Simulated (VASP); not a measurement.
# CuSi16 (a cell with a defect) in VASP: single point with PBE

Aim: the single point of CuSi16 (a cell with a defect) with PBE.

Program: VASP 6.6.1. These are calculated values, not measurements. Logs are shortened: lines on timing, memory, paths and dates and some standing lists are left out, and cuts for length are marked.

## 1. The cell of the first run

The cell holds a defect, 17 atoms: a = 7.679 Å, b = 7.679 Å, c = 7.679 Å, α = 60.00°, β = 60.00°, γ = 60.00°.

## 2. Single point, PBE

INCAR reads:

```
SYSTEM = CuSi16
PREC = Accurate
ENCUT = 520
EDIFF = 1E-6
ISMEAR = -1
SIGMA = 0.05
LREAL = Auto
LASPH = .True.
NELM = 100
ALGO = Normal
ISIF = 2
LWAVE = .False.
LCHARG = .False.
GGA = PE
NBANDS = 52
NELECT = 74.0
```

KPOINTS reads:

```
regular mesh
0
Gamma
  2 2 2
  0 0 0
```

POSCAR reads:

```
CuSi16
1.0
    0.0000000000      5.4300000000      5.4300000000
    5.4300000000      0.0000000000      5.4300000000
    5.4300000000      5.4300000000      0.0000000000
Si Cu
16 1
Direct
    0.0112745856      0.0016252302     -0.0150230203
    0.1179469613      0.1284191529      0.1235574586
    0.0092523020     -0.0028209945      0.4958600368
    0.1357880295      0.1253047882      0.6134819521
   -0.0324752302      0.5103220074      0.0112076427
    0.1179872928      0.6295591160      0.1233202578
    0.0093150092      0.4975993554      0.4956372928
    0.1161153775      0.6243558932      0.6349004604
    0.5065941989     -0.0065093002     -0.0019437385
    0.6367835175      0.1220229282      0.1184733886
    0.5093373849     -0.0005204420      0.4915543278
    0.6349771639      0.1150629834      0.6232084715
    0.5065857274      0.5012094843     -0.0022901473
    0.5965488950      0.6254533149      0.1514978821
    0.4977656538      0.4901010129      0.5217174033
    0.6350363720      0.6266002762      0.6229010129
    0.3387490792      0.3685050645      0.9231433702
```

Potentials or basis: VASP PAW PBE potentials, release 64 (Si, Cu).

The run is started by

```console
> cat potpaw_PBE.64/Si/POTCAR potpaw_PBE.64/Cu/POTCAR > POTCAR
> mpirun -np 1 vasp_std > vasp.out
```

OUTCAR:

```text
SYSTEM = CuSi16
   PREC = Accurate
   ENCUT = 520
   EDIFF = 1E-6
   ISMEAR = -1
   LREAL = Auto
   LASPH = .True.
   NELM = 100
   ISIF = 2
   GGA = PE
   NELECT = 74.0

 ion  position               nearest neighbor table
   1  0.011  0.002  0.985-   4 2.33   2 2.34   6 2.34  10 2.35
   2  0.118  0.128  0.124-   1 2.34   3 2.34   5 2.40   9 2.44  17 2.51
   3  0.009  0.997  0.496-   4 2.33   2 2.34   8 2.34  12 2.35
   4  0.136  0.125  0.613-   1 2.33   3 2.33   7 2.33  11 2.34
   5  0.968  0.510  0.011-  14 2.33  17 2.34   8 2.36   6 2.40   2 2.40
   6  0.118  0.630  0.123-   1 2.34   7 2.34   5 2.40  13 2.44  17 2.52
   7  0.009  0.498  0.496-   4 2.33   6 2.34   8 2.34  16 2.35
   8  0.116  0.624  0.635-   3 2.34   7 2.34   5 2.36  15 2.39  17 2.79
   9  0.507  0.993  0.998-  14 2.32  12 2.35  10 2.38  17 2.38   2 2.44
  10  0.637  0.122  0.118-  11 2.34   1 2.35   9 2.38  13 2.38  17 2.71
  11  0.509  0.999  0.492-  16 2.34  12 2.34  10 2.34   4 2.34
  12  0.635  0.115  0.623-  11 2.34   3 2.35   9 2.35  15 2.36
  13  0.507  0.501  0.998-  14 2.32  16 2.35  10 2.38  17 2.38   6 2.44
  14  0.597  0.625  0.151-  13 2.32   9 2.32  15 2.33   5 2.33
  15  0.498  0.490  0.522-  14 2.33  16 2.36  12 2.36   8 2.39  17 2.52
  16  0.635  0.627  0.623-  11 2.34   7 2.35  13 2.35  15 2.36
  17  0.339  0.369  0.923-   5 2.34   9 2.38  13 2.38   2 2.51   6 2.52  15 2.52  10 2.71   8 2.79

  LATTYP: Found a face centered cubic cell.
 ALAT       =    10.8600000000

  Lattice vectors:

 A1 = (   0.0000000000,   5.4300000000,   5.4300000000)
 A2 = (   5.4300000000,   0.0000000000,   5.4300000000)
 A3 = (   5.4300000000,   5.4300000000,   0.0000000000)

Analysis of symmetry for initial positions (statically):
=====================================================================
 Subroutine PRICEL returns:
 Original cell was already a primitive cell.

 Routine SETGRP: Setting up the symmetry group for a
 face centered cubic supercell.

 Subroutine GETGRP returns: Found  1 space group operations
 (whereof  1 operations were pure point group operations)
 out of a pool of 48 trial point group operations.

The static configuration has the point symmetry C_1 .

Analysis of symmetry for dynamics (positions and initial velocities):
=====================================================================
 Subroutine PRICEL returns:
 Original cell was already a primitive cell.

 Routine SETGRP: Setting up the symmetry group for a
 face centered cubic supercell.

 Subroutine GETGRP returns: Found  1 space group operations
 (whereof  1 operations were pure point group operations)
 out of a pool of 48 trial point group operations.

The dynamic configuration has the point symmetry C_1 .

 Subroutine INISYM returns: Found  1 space group operations
 (whereof  1 operations are pure point group operations),
 and found     1 'primitive' translations

----------------------------------------------------------------------------------------

                                     Primitive cell

  volume of cell :     320.2060

  direct lattice vectors                    reciprocal lattice vectors
     0.000000000  5.430000000  5.430000000    -0.092081031  0.092081031  0.092081031
     5.430000000  0.000000000  5.430000000     0.092081031 -0.092081031  0.092081031
     5.430000000  5.430000000  0.000000000     0.092081031  0.092081031 -0.092081031

  length of vectors
     7.679179644  7.679179644  7.679179644     0.159489025  0.159489025  0.159489025

  position of ions in fractional coordinates (direct lattice)
     0.011274586  0.001625230  0.984976980
     0.117946961  0.128419153  0.123557459
     0.009252302  0.997179006  0.495860037
     0.135788029  0.125304788  0.613481952
     0.967524770  0.510322007  0.011207643
     0.117987293  0.629559116  0.123320258
[... 9 lines left out ...]
     0.635036372  0.626600276  0.622901013
     0.338749079  0.368505064  0.923143370

  ion indices of the primitive-cell ions
   primitive index   ion index
                 1           1
                 2           2
                 3           3
                 4           4
                 5           5
                 6           6
[... 9 lines left out ...]
                16          16
                17          17

----------------------------------------------------------------------------------------

 KPOINTS: regular mesh

Automatic generation of k-mesh.
 Grid dimensions read from file:
 generate k-points for:    2    2    2

 Generating k-lattice:

  Cartesian coordinates                     Fractional coordinates (reciprocal lattice)
    -0.046040516  0.046040516  0.046040516     0.500000000  0.000000000  0.000000000
     0.046040516 -0.046040516  0.046040516     0.000000000  0.500000000  0.000000000
     0.046040516  0.046040516 -0.046040516     0.000000000  0.000000000  0.500000000

  Length of vectors
     0.079744512  0.079744512  0.079744512

  Shift w.r.t. Gamma in fractional coordinates (k-lattice)
     0.000000000  0.000000000  0.000000000

 Subroutine IBZKPT returns following result:
 ===========================================

 Found      8 irreducible k-points:

 Following reciprocal coordinates:
            Coordinates               Weight
  0.000000  0.000000  0.000000      1.000000
  0.500000  0.000000  0.000000      1.000000
  0.000000  0.500000  0.000000      1.000000
  0.000000  0.000000  0.500000      1.000000
  0.500000  0.500000  0.500000      1.000000
  0.500000  0.500000  0.000000      1.000000
  0.000000  0.500000  0.500000      1.000000
  0.500000  0.000000  0.500000      1.000000
   k-points           NKPTS =      8   k-points in BZ     NKDIM =      8   number of bands    NBANDS=     52
   number of dos      NEDOS =    301   number of ions     NIONS =     17
   total plane-waves  NPLWV = 216000
   dimension x,y,z NGX =    60 NGY =   60 NGZ =   60
   dimension x,y,z NGXF=   120 NGYF=  120 NGZF=  120
   ions per type =              16   1
   NGX,Y,Z   is equivalent  to a cutoff of  12.99, 12.99, 12.99 a.u.
   NGXF,Y,Z  is equivalent  to a cutoff of  25.98, 25.98, 25.98 a.u.
 SYSTEM =  CuSi16
   PREC   = accura    normal or accurate (medium, high low for compatibility)
   ISTART =      0    job   : 0-new  1-cont  2-samecut
   ICHARG =      2    charge: 1-file 2-atom 10-const
   ISPIN  =      1    spin polarized calculation?
   LNONCOLLINEAR =      F non collinear calculations
   LSORBIT =      F    spin-orbit coupling
   LASPH  =      T    aspherical Exc in radial PAW
   ENCUT  =  520.0 eV  38.22 Ry    6.18 a.u.  14.28 14.28 14.28*2*pi/ulx,y,z
   NELM   =    100;   NELMIN=  2; NELMDL= -5     # of ELM steps
   EDIFF  = 0.1E-05   stopping-criterion for ELM
   LREAL  =      T    real-space projection
   EDIFFG = 0.1E-04   stopping-criterion for IOM
   NSW    =      0    number of steps for IOM
[... 5 lines left out ...]
   TEBEG  =    0.0;   TEEND  =   0.0 temperature during run
   PSTRESS=    0.0 pullay stress
   NELECT =      74.0000    total number of electrons
   NUPDOWN=      -1.0000    fix difference up-down
   EMIN   =  10.00;   EMAX   =-10.00  energy-range for DOS
   EFERMI =   0.00;   METHOD = LEGACY
   ISMEAR =    -1;   SIGMA  =   0.05  broadening in eV -4-tet -1-fermi 0-gaus
   EFERMI_NEDOS =   21; number of points for ismear=-14 and -15
   IALGO  =     38    algorithm
   IMIX   =      4    mixing-type and parameters
     AMIX     =   0.40;   BMIX     =  1.00
     AMIX_MAG =   1.60;   BMIX_MAG =  1.00
  volume/ion in A,a.u.               =      18.84       127.11
  Fermi-wavevector in a.u.,A,eV,Ry     =   1.004636  1.898488 13.732283  1.009294
  Thomas-Fermi vector in A             =   2.137265
   LORBIT       =      0    0 simple, 1 ext, 2 COOP (PROOUT), +10 PAW based schemes
   GGA     = PE    functional components
   LHFCALC =     F    Hartree Fock is set to
   AEXX    =    0.0000 exact exchange contribution
   IVDW    =     0    specifies the selected vdW correction
   LEPSILON=     F    determine dielectric tensor
   LRPA    =     F    only Hartree local field effects (RPA)
 non-spin polarized calculation
  energy-cutoff  :      520.00
  volume of cell :      320.21
 maximum number of plane-waves:      8646
 NGX is ok and might be reduce to    60
   NGX = 29   NGY = 29   NGZ = 29

 number of electron      73.9999998 magnetization

 Free energy of the ion-electron system (eV)
  ---------------------------------------------------
  ext. energy  EPLUGINS =         0.00000000
  ---------------------------------------------------
  free energy    TOTEN  =       -94.22110094 eV

  energy without entropy =      -94.21242955  energy(sigma->0) =      -94.21676525

 E-fermi :   6.3859     XC(G=0):  -9.6078

 val. band max:        6.2632719522   @ k =   0.0000   0.0000   0.0000
 cond. band min:       6.4969084300   @ k =   0.0000   0.0000   0.0000
 fundamental gap:      0.2336364778
 Fermi energy:         6.3859203036

 k-point     1 :       0.0000    0.0000    0.0000
  band No.  band energies     occupation
      1      -5.8956      2.00000
      2      -3.5369      2.00000
      3      -3.5130      2.00000
      4      -3.4846      2.00000
      5      -3.4691      2.00000
      6      -2.0381      2.00000
[... 41 lines left out ...]
     48       8.4759      0.00000
     49       8.6553      0.00000

 k-point     2 :       0.5000    0.0000    0.0000
  band No.  band energies     occupation
      1      -5.1931      2.00000
      2      -4.9794      2.00000
      3      -3.3237      2.00000
      4      -3.2094      2.00000
      5      -3.1670      2.00000
      6      -3.0364      2.00000
[... 41 lines left out ...]
     48       9.7502      0.00000
     49       9.8511      0.00000

 k-point     3 :       0.0000    0.5000    0.0000
  band No.  band energies     occupation
      1      -5.2144      2.00000
      2      -4.9491      2.00000
      3      -3.3001      2.00000
      4      -3.2636      2.00000
      5      -3.1655      2.00000
      6      -3.0379      2.00000
[... 249 lines left out ...]
     48      10.4914      0.00000
     49      10.5169      0.00000

 k-point     8 :       0.5000    0.0000    0.5000
  band No.  band energies     occupation
      1      -4.9281      2.00000
      2      -4.7289      2.00000
      3      -3.8731      2.00000
      4      -3.7697      2.00000
      5      -3.7589      2.00000
      6      -3.7331      2.00000
[... 41 lines left out ...]
     48      10.4869      0.00000
     49      10.5284      0.00000
 [bands above 49 left out]

------------------------ aborting loop because EDIFF is reached ----------------------------------------

  FORCE on cell =-STRESS in cart. coord.  units (eV):
  Direction    XX          YY          ZZ          XY          YZ          ZX
  --------------------------------------------------------------------------------------
  -------------------------------------------------------------------------------------
  Total       -1.4779531     -2.0100973     -1.4649676     -0.2063662      0.1953567      0.2965963
  in kB       -7.3950609    -10.0576883     -7.3300867     -1.0325706      0.9774837      1.4840443
  external PRESSURE =      -8.2609453 kB  Pullay stress =       0.0000000 kB

 VOLUME and BASIS-vectors are now :
 -----------------------------------------------------------------------------
  energy-cutoff  :      520.00
  volume of cell :      320.21
      direct lattice vectors                 reciprocal lattice vectors
     0.000000000  5.430000000  5.430000000    -0.092081031  0.092081031  0.092081031
     5.430000000  0.000000000  5.430000000     0.092081031 -0.092081031  0.092081031
     5.430000000  5.430000000  0.000000000     0.092081031  0.092081031 -0.092081031

 POSITION                                       TOTAL-FORCE (eV/Angst)
 -----------------------------------------------------------------------------------
      5.35725      5.40965      0.07005         0.002701     -0.009123     -0.002358
      1.36823      1.31137      1.33777        -0.004028     -0.001156     -0.006213
      8.10720      2.74276      5.46492        -0.004199     -0.003620     -0.001443
      4.01161      4.06854      1.41773        -0.001140     -0.003634      0.000084
      2.83191      5.31452      8.02471        -0.001192      0.000017      0.001940
      4.08813      1.31030      4.05918         0.005997     -0.000237      0.003759
[... 9 lines left out ...]
      6.78479      6.83060      6.85069         0.001892      0.001112     -0.001095
      7.01365      6.85208      3.84039        -0.002882      0.010521      0.004911
 -----------------------------------------------------------------------------------
    total drift:                               -0.002155      0.011713     -0.000011

  FREE ENERGIE OF THE ION-ELECTRON SYSTEM (eV)
  ---------------------------------------------------
  free  energy   TOTEN  =       -94.2211009440 eV

  energy  without entropy=      -94.2124295545  energy(sigma->0) =      -94.21676525
```

Wall time 8.3 min (1 thread of Intel Xeon 8259CL, shared host); peak memory 0.46 GiB.

Results:

```
Free energy   : -94.2211 eV
Largest force : 0.015 eV/Å
```

Forces in eV/Å, atoms in the order of the input:
```
Si   0.003 -0.009 -0.002
Si  -0.004 -0.001 -0.006
Si  -0.004 -0.004 -0.001
Si  -0.001 -0.004  0.000
Si  -0.001  0.000  0.002
Si   0.006  0.000  0.004
Si   0.002 -0.003  0.003
Si  -0.004  0.003  0.003
Si  -0.007  0.004 -0.013
Si   0.002 -0.003 -0.001
Si   0.000 -0.003  0.000
Si   0.000  0.000 -0.002
Si   0.011  0.004  0.006
Si   0.001  0.007  0.003
Si  -0.002 -0.003  0.002
Si   0.002  0.001 -0.001
Cu  -0.003  0.011  0.005
```

Levels at points of the mesh, in eV from the Fermi level:
| k point | band 35 | band 36 | band 37 | band 38 | band 39 | band 40 |
| --- | --- | --- | --- | --- | --- | --- |
| (0.00, 0.00, 0.00) | -0.63 | -0.20 | -0.12 | 0.11 | 0.54 | 0.60 |
| (0.50, 0.00, 0.00) | -0.88 | -0.76 | -0.76 | 0.46 | 1.23 | 1.33 |
| (0.00, 0.50, 0.00) | -0.84 | -0.81 | -0.70 | 0.56 | 1.12 | 1.30 |
| (0.00, 0.00, 0.50) | -0.87 | -0.71 | -0.56 | 0.54 | 1.05 | 1.31 |
| (0.50, 0.50, 0.50) | -0.84 | -0.81 | -0.70 | 0.56 | 1.12 | 1.30 |
| (0.50, 0.50, 0.00) | -1.43 | -1.41 | -0.97 | 0.66 | 1.06 | 2.01 |
| (0.00, 0.50, 0.50) | -1.43 | -1.41 | -0.97 | 0.66 | 1.06 | 2.01 |
| (0.50, 0.00, 0.50) | -1.49 | -1.40 | -1.02 | 0.68 | 1.04 | 2.01 |

Caveat: the k points lie up to 0.50 Å⁻¹ apart; the cell carries a net charge on a neutralising background, which shifts energy and pressure; the cell is charged against a uniform background, so pressure and absolute levels hang on convention.
